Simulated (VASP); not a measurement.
Ti, 2 atoms in the cell. Symmetry: P6_3/mmc, No. 194, hexagonal system. The conventional cell has a = 2.906 Å, b = 2.906 Å, c = 4.664 Å, α = 90.00°, β = 90.00°, γ = 120.00°. Ti (site symmetry -6m2) has 12 Ti at 2.87 to 2.91 Å within 3.8 Å.  This cell differs from its parent crystal: biaxial strain in the a-b plane: -1.0 %.

| Item | Value |
| --- | --- |
| Program | VASP 6.6.1 |
| Task | single point |
| Functional | r2SCAN |
| Potentials or basis | VASP PAW PBE potentials, release 64 (Ti_sv) |
| Cutoff | 520 eV |
| k mesh | 24 × 24 × 12 |
| Occupations | gaussian, width 0.1 eV |
| Spin | no spin polarisation |
| Dipole correction | no |
| Further INCAR settings | ALGO = Normal; EDIFF = 1e-06; NBANDS = 19 |

Potentials or basis: VASP PAW PBE potentials, release 64 (Ti_sv).

Launch:

```console
$ cat potpaw_PBE.64/Ti_sv/POTCAR > POTCAR
$ cp INCAR.step1 INCAR
$ mpirun -np 1 vasp_std > vasp.out
$ cp INCAR.step2 INCAR
$ mpirun -np 1 vasp_std > vasp.out
```

Hardware: 1 thread of Intel Xeon 8259CL, on a shared host.

Q: Estimate the wall time of this run.

A: Wall time 19 min on 1 thread of Intel Xeon 8259CL (shared host), peak memory 0.34 GiB. Counts: k points 427.
